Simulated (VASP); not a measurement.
# Ge8HS8 (a cell with a defect) in VASP: single point with PBE

Aim: the single point of Ge8HS8 (a cell with a defect) with PBE.

Everything below comes from runs of VASP 6.6.1. Logs are shortened: lines on timing, memory, paths and dates and some standing lists are left out, and cuts for length are marked.

**1. The cell of the first run**

The cell holds a defect, 17 atoms: a = 5.771 Å, b = 5.771 Å, c = 10.785 Å, α = 90.00°, β = 90.00°, γ = 101.16°.

**2. Single point, PBE**

Input file INCAR:

```
SYSTEM = Ge8HS8
ALGO     = Normal         ! electronic algorithm
EDIFF    = 1E-6           ! SCF threshold, eV
ENCUT    = 520            ! plane-wave cutoff, eV
GGA      = PE             ! functional
ISIF     = 2              ! what is computed and relaxed
ISMEAR   = 0              ! smearing method
LASPH    = .True.         ! aspherical terms in the spheres
LCHARG   = .True.         ! write CHGCAR
LELF     = .True.         ! ELF
LREAL    = Auto         
LVHAR    = .True.       
LWAVE    = .False.        ! write WAVECAR
NBANDS   = 94             ! bands
NELECT   = 160.0        
NELM     = 100            ! most SCF steps
PREC     = Accurate       ! precision mode
SIGMA    = 0.02           ! smearing width, eV
```

Input file KPOINTS:

```
Automatic mesh
0
Gamma
  3 3 2
  0 0 0.5
```

Input file POSCAR:

```
Ge8HS8
1.0
    0.0000000000      3.6648200360     -4.4582439870
    0.0000000000      3.6648200360      4.4582439870
   10.7854107998      0.0000000000      0.0000000000
Ge S H
8 8 1
Direct
    0.9433459153      0.3069547693      0.8745579723
    0.4483428689      0.8020287606      0.8721825413
    0.0946462544      0.6946596246      0.1316184452
    0.5548420597      0.1550023459      0.1316142729
    0.9258713843      0.8028312363      0.6254190151
    0.4473009256      0.3244054534      0.6254420091
    0.0559693699      0.1930453132      0.3776943758
    0.5059666570      0.7432275613      0.4443994845
    0.8737028475      0.3766412226      0.6516384151
    0.3630254587      0.8871235132      0.6438977735
    0.1082843882      0.6265301385      0.3557960908
    0.6224801742      0.1407158279      0.3558654437
    0.3762328968      0.3746394443      0.8461368945
    0.8757325840      0.8741276921      0.8460994365
    0.6516022730      0.5978039612      0.1356177365
    0.1262972243      0.1231717785      0.1541514766
    0.6428271533     -0.3919076018      0.2624611202
```

Potentials or basis: VASP PAW PBE potentials, release 64 (Ge_d, S, H).

The run is started by

```console
$ cat potpaw_PBE.64/Ge_d/POTCAR potpaw_PBE.64/S/POTCAR potpaw_PBE.64/H/POTCAR > POTCAR
$ mpirun -np 1 vasp_std > vasp.out
```

OUTCAR:

```text
SYSTEM = Ge8HS8
   EDIFF = 1E-6
   ENCUT = 520
   GGA = PE
   ISIF = 2
   ISMEAR = 0
   LASPH = .True.
   LREAL = Auto
   NELECT = 160.0
   NELM = 100
   PREC = Accurate

 ion  position               nearest neighbor table
   1  0.943  0.307  0.875-  14 2.47  13 2.47   9 2.48
   2  0.448  0.802  0.872-  13 2.44  14 2.44  10 2.58
   3  0.095  0.695  0.132-  11 2.45  16 2.46  15 2.51
   4  0.555  0.155  0.132-  12 2.45  16 2.46  15 2.51
   5  0.926  0.803  0.625-   9 2.44  14 2.44  10 2.48
   6  0.447  0.324  0.625-   9 2.44  13 2.44  10 2.48
   7  0.056  0.193  0.378-  12 2.47  11 2.47  16 2.49
   8  0.506  0.743  0.444-  12 2.46  11 2.46  10 2.50
   9  0.874  0.377  0.652-   5 2.44   6 2.44   1 2.48
  10  0.363  0.887  0.644-   5 2.48   6 2.48   8 2.50   2 2.58
  11  0.108  0.627  0.356-   3 2.45   8 2.46   7 2.47
  12  0.622  0.141  0.356-   4 2.45   8 2.46   7 2.47
  13  0.376  0.375  0.846-   2 2.44   6 2.44   1 2.47
  14  0.876  0.874  0.846-   2 2.44   5 2.44   1 2.47
  15  0.652  0.598  0.136-  17 1.37   4 2.51   3 2.51
  16  0.126  0.123  0.154-   3 2.46   4 2.46   7 2.49
  17  0.643  0.608  0.262-  15 1.37

  LATTYP: Found a base centered orthorhombic cell.
 ALAT       =     7.3296400720
 B/A-ratio  =     1.2164973841
 C/A-ratio  =     1.4714789122

  Lattice vectors:

 A1 = (   0.0000000000,   3.6648200360,  -4.4582439870)
 A2 = (   0.0000000000,   3.6648200360,   4.4582439870)
 A3 = (  10.7854107998,   0.0000000000,   0.0000000000)

Analysis of symmetry for initial positions (statically):
=====================================================================
 Subroutine PRICEL returns:
 Original cell was already a primitive cell.

 Routine SETGRP: Setting up the symmetry group for a
 base centered orthorhombic supercell.

 Subroutine GETGRP returns: Found  1 space group operations
 (whereof  1 operations were pure point group operations)
 out of a pool of  8 trial point group operations.

The static configuration has the point symmetry C_1 .

Analysis of symmetry for dynamics (positions and initial velocities):
=====================================================================
 Subroutine PRICEL returns:
 Original cell was already a primitive cell.

 Routine SETGRP: Setting up the symmetry group for a
 base centered orthorhombic supercell.

 Subroutine GETGRP returns: Found  1 space group operations
 (whereof  1 operations were pure point group operations)
 out of a pool of  8 trial point group operations.

The dynamic configuration has the point symmetry C_1 .

 Subroutine INISYM returns: Found  1 space group operations
 (whereof  1 operations are pure point group operations),
 and found     1 'primitive' translations

----------------------------------------------------------------------------------------

                                     Primitive cell

  volume of cell :     352.4384

  direct lattice vectors                    reciprocal lattice vectors
     0.000000000  3.664820036 -4.458243987     0.000000000  0.136432347 -0.112151780
     0.000000000  3.664820036  4.458243987     0.000000000  0.136432347  0.112151780
    10.785410800  0.000000000  0.000000000     0.092717841  0.000000000  0.000000000

  length of vectors
     5.771208309  5.771208309 10.785410800     0.176612025  0.176612025  0.092717841

  position of ions in fractional coordinates (direct lattice)
     0.943345915  0.306954769  0.874557972
     0.448342869  0.802028761  0.872182541
     0.094646254  0.694659625  0.131618445
     0.554842060  0.155002346  0.131614273
     0.925871384  0.802831236  0.625419015
     0.447300926  0.324405453  0.625442009
[... 9 lines left out ...]
     0.126297224  0.123171779  0.154151477
     0.642827153  0.608092398  0.262461120

  ion indices of the primitive-cell ions
   primitive index   ion index
                 1           1
                 2           2
                 3           3
                 4           4
                 5           5
                 6           6
[... 9 lines left out ...]
                16          16
                17          17

----------------------------------------------------------------------------------------

 KPOINTS: Automatic mesh

Automatic generation of k-mesh.
 Grid dimensions read from file:
 generate k-points for:    3    3    2

 Generating k-lattice:

  Cartesian coordinates                     Fractional coordinates (reciprocal lattice)
     0.000000000  0.045477449 -0.037383927     0.333333333  0.000000000  0.000000000
     0.000000000  0.045477449  0.037383927     0.000000000  0.333333333  0.000000000
     0.046358920  0.000000000  0.000000000     0.000000000  0.000000000  0.500000000

  Length of vectors
     0.058870675  0.058870675  0.046358920

  Shift w.r.t. Gamma in fractional coordinates (k-lattice)
     0.000000000  0.000000000  0.500000000

 Subroutine IBZKPT returns following result:
 ===========================================

 Found      9 irreducible k-points:

 Following reciprocal coordinates:
            Coordinates               Weight
  0.000000  0.000000  0.250000      2.000000
  0.333333 -0.000000  0.250000      2.000000
 -0.333333  0.000000  0.250000      2.000000
 -0.000000  0.333333 -0.250000      2.000000
  0.000000 -0.333333 -0.250000      2.000000
  0.333333  0.333333  0.250000      2.000000
 -0.333333 -0.333333  0.250000      2.000000
 -0.333333  0.333333  0.250000      2.000000
  0.333333 -0.333333  0.250000      2.000000
   k-points           NKPTS =      9   k-points in BZ     NKDIM =      9   number of bands    NBANDS=     94
   number of dos      NEDOS =    301   number of ions     NIONS =     17
   total plane-waves  NPLWV = 184320
   dimension x,y,z NGX =    48 NGY =   48 NGZ =   80
   dimension x,y,z NGXF=    96 NGYF=   96 NGZF=  160
   ions per type =               8   8   1
   NGX,Y,Z   is equivalent  to a cutoff of  13.83, 13.83, 12.33 a.u.
   NGXF,Y,Z  is equivalent  to a cutoff of  27.65, 27.65, 24.66 a.u.
 SYSTEM =  Ge8HS8
   PREC   = accura    normal or accurate (medium, high low for compatibility)
   ISTART =      0    job   : 0-new  1-cont  2-samecut
   ICHARG =      2    charge: 1-file 2-atom 10-const
   ISPIN  =      1    spin polarized calculation?
   LNONCOLLINEAR =      F non collinear calculations
   LSORBIT =      F    spin-orbit coupling
   LASPH  =      T    aspherical Exc in radial PAW
   ENCUT  =  520.0 eV  38.22 Ry    6.18 a.u.  10.73 10.73 20.05*2*pi/ulx,y,z
   NELM   =    100;   NELMIN=  2; NELMDL= -5     # of ELM steps
   EDIFF  = 0.1E-05   stopping-criterion for ELM
   LREAL  =      T    real-space projection
   EDIFFG = 0.1E-04   stopping-criterion for IOM
   NSW    =      0    number of steps for IOM
   IBRION =     -1    ionic relax: 0-MD 1-quasi-New 2-CG
   NFREE  =      0    steps in history (QN), initial steepest desc. (CG)
   ISIF   =      2    stress and relaxation
   ISYM   =      2    0-nonsym 1-usesym 2-fastsym
   POTIM  = 0.5000    time-step for ionic-motion
   TEBEG  =    0.0;   TEEND  =   0.0 temperature during run
   PSTRESS=    0.0 pullay stress
   NELECT =     160.0000    total number of electrons
   NUPDOWN=      -1.0000    fix difference up-down
   EMIN   =  10.00;   EMAX   =-10.00  energy-range for DOS
   EFERMI =   0.00;   METHOD = LEGACY
   ISMEAR =     0;   SIGMA  =   0.02  broadening in eV -4-tet -1-fermi 0-gaus
   EFERMI_NEDOS =   21; number of points for ismear=-14 and -15
   IALGO  =     38    algorithm
   IMIX   =      4    mixing-type and parameters
     AMIX     =   0.40;   BMIX     =  1.00
     AMIX_MAG =   1.60;   BMIX_MAG =  1.00
  volume/ion in A,a.u.               =      20.73       139.90
  Fermi-wavevector in a.u.,A,eV,Ry     =   1.258212  2.377676 21.539343  1.583097
  Thomas-Fermi vector in A             =   2.391833
   LORBIT       =      0    0 simple, 1 ext, 2 COOP (PROOUT), +10 PAW based schemes
   GGA     = PE    functional components
   LHFCALC =     F    Hartree Fock is set to
   AEXX    =    0.0000 exact exchange contribution
   IVDW    =     0    specifies the selected vdW correction
   LEPSILON=     F    determine dielectric tensor
   LRPA    =     F    only Hartree local field effects (RPA)
 non-spin polarized calculation
 Gauss-broadening in eV      SIGMA  =   0.02
  energy-cutoff  :      520.00
  volume of cell :      352.44
 maximum number of plane-waves:      9495
 NGX is ok and might be reduce to    48
   NGX = 21   NGY = 21   NGZ = 41

 number of electron     159.9999967 magnetization

 Free energy of the ion-electron system (eV)
  ---------------------------------------------------
  ext. energy  EPLUGINS =         0.00000000
  ---------------------------------------------------
  free energy    TOTEN  =       -80.86350592 eV

  energy without entropy =      -80.86350592  energy(sigma->0) =      -80.86350592

 E-fermi :   4.3072     XC(G=0):  -9.7406

 val. band max:        4.1560633711   @ k =   0.3333  -0.3333   0.2500
 cond. band min:       5.5827456933   @ k =   0.3333   0.3333   0.2500
 fundamental gap:      1.4266823222
 Fermi energy:         4.3072263899

 k-point     1 :       0.0000    0.0000    0.2500
  band No.  band energies     occupation
      1     -20.1783      2.00000
      2     -20.1749      2.00000
      3     -20.1599      2.00000
      4     -20.1594      2.00000
      5     -20.1375      2.00000
      6     -20.1352      2.00000
[... 84 lines left out ...]
     91       8.3489      0.00000
     92       8.6929      0.00000

 k-point     2 :       0.3333   -0.0000    0.2500
  band No.  band energies     occupation
      1     -20.1781      2.00000
      2     -20.1747      2.00000
      3     -20.1600      2.00000
      4     -20.1594      2.00000
      5     -20.1375      2.00000
      6     -20.1351      2.00000
[... 654 lines left out ...]
     91       7.6034      0.00000
     92       7.6073      0.00000

 k-point     9 :       0.3333   -0.3333    0.2500
  band No.  band energies     occupation
      1     -20.1780      2.00000
      2     -20.1747      2.00000
      3     -20.1601      2.00000
      4     -20.1592      2.00000
      5     -20.1383      2.00000
      6     -20.1351      2.00000
[... 84 lines left out ...]
     91       7.5941      0.00000
     92       7.7482      0.00000
 [bands above 92 left out]

------------------------ aborting loop because EDIFF is reached ----------------------------------------

  FORCE on cell =-STRESS in cart. coord.  units (eV):
  Direction    XX          YY          ZZ          XY          YZ          ZX
  --------------------------------------------------------------------------------------
  -------------------------------------------------------------------------------------
  Total       -9.1561348     -8.3511908     -8.1468862     -0.0204864      0.0220135      0.4560423
  in kB      -41.6235952    -37.9643366    -37.0355721     -0.0931306      0.1000729      2.0731584
  external PRESSURE =     -38.8745013 kB  Pullay stress =       0.0000000 kB

 VOLUME and BASIS-vectors are now :
 -----------------------------------------------------------------------------
  energy-cutoff  :      520.00
  volume of cell :      352.44
      direct lattice vectors                 reciprocal lattice vectors
     0.000000000  3.664820036 -4.458243987     0.000000000  0.136432347 -0.112151780
     0.000000000  3.664820036  4.458243987     0.000000000  0.136432347  0.112151780
    10.785410800  0.000000000  0.000000000     0.092717841  0.000000000  0.000000000

 POSITION                                       TOTAL-FORCE (eV/Angst)
 -----------------------------------------------------------------------------------
      9.43247      4.58213     -2.83719         0.005390      0.000084      0.012764
      9.40685      4.58239      1.57682        -0.005180      0.000088     -0.001592
      1.41956      2.89266      2.67501        -0.010059      0.001700     -0.011885
      1.41951      2.60145     -1.78258        -0.003472     -0.005531     -0.012580
      6.74540      6.33538     -0.54854        -0.000996     -0.008500      0.010226
      6.74565      2.82816     -0.54790         0.000813      0.008214      0.003116
[... 9 lines left out ...]
      1.66259      0.91426     -0.01393        -0.000203     -0.001605     -0.001553
      2.83075      4.58440     -0.15486        -0.059376     -0.005145     -0.008839
 -----------------------------------------------------------------------------------
    total drift:                                0.000277      0.001206     -0.005475

  FREE ENERGIE OF THE ION-ELECTRON SYSTEM (eV)
  ---------------------------------------------------
  free  energy   TOTEN  =       -80.8635059158 eV

  energy  without entropy=      -80.8635059158  energy(sigma->0) =      -80.86350592
```

Run time: 13 min. Hardware: 1 thread of Oxide Virtual Turin-like, shared host; peak memory 0.49 GiB.

Results:

- Free energy: -80.8635 eV
- Largest force: 0.060 eV/Å

Forces on the atoms (eV/Å):
```
Ge   0.005  0.000  0.013
Ge  -0.005  0.000 -0.002
Ge  -0.010  0.002 -0.012
Ge  -0.003 -0.006 -0.013
Ge  -0.001 -0.009  0.010
Ge   0.001  0.008  0.003
Ge  -0.003  0.003 -0.003
Ge  -0.011 -0.002  0.000
S   -0.002 -0.004  0.000
S    0.010  0.000 -0.005
S    0.012  0.018 -0.004
S    0.003 -0.007  0.000
S    0.008  0.000 -0.003
S    0.007 -0.003 -0.002
S    0.049  0.006  0.028
S    0.000 -0.002 -0.002
H   -0.059 -0.005 -0.009
```

Levels at points of the mesh, in eV from the Fermi level:
```csv
k point,band 78,band 79,band 80,band 81,band 82,band 83
"(0.00, 0.00, 0.25)",-1.19,-0.85,-0.34,1.62,2.18,2.36
```

Caveat: the cell carries a net charge on a neutralising background, which shifts energy and pressure; the cell is charged against a uniform background, so pressure and absolute levels hang on convention.
